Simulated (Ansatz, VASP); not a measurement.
**AlP in VASP and in Ansatz**

```
Al P
1.0
     0.00000    2.71159    2.71159
     2.71159    0.00000    2.71159
     2.71159    2.71159    0.00000
Al P
1 1
Direct
  0.00000 0.00000 0.00000
  0.25000 0.25000 0.25000
```

Alike in both runs: task single point; functional r2SCAN; k mesh 6 × 6 × 6; no spin polarisation.

```csv
,VASP,Ansatz
version,VASP 6.6.1,Ansatz 0.2.0
potentials or method,"VASP PAW PBE potentials, release 64 (Al, P)","plane waves, PAW"
plane-wave cutoff (eV),550,500
occupations,"gaussian, width 0.01 eV",fixed
valence electrons in the cell,8,8
```

```csv
,VASP,Ansatz,Ansatz less VASP
gap on the k mesh at the Fermi level (eV),1.87,1.87,-0.001
pressure (GPa),2.6,3.0,+0.33
```

VASP's potentials were made for PBE, not for r2SCAN.
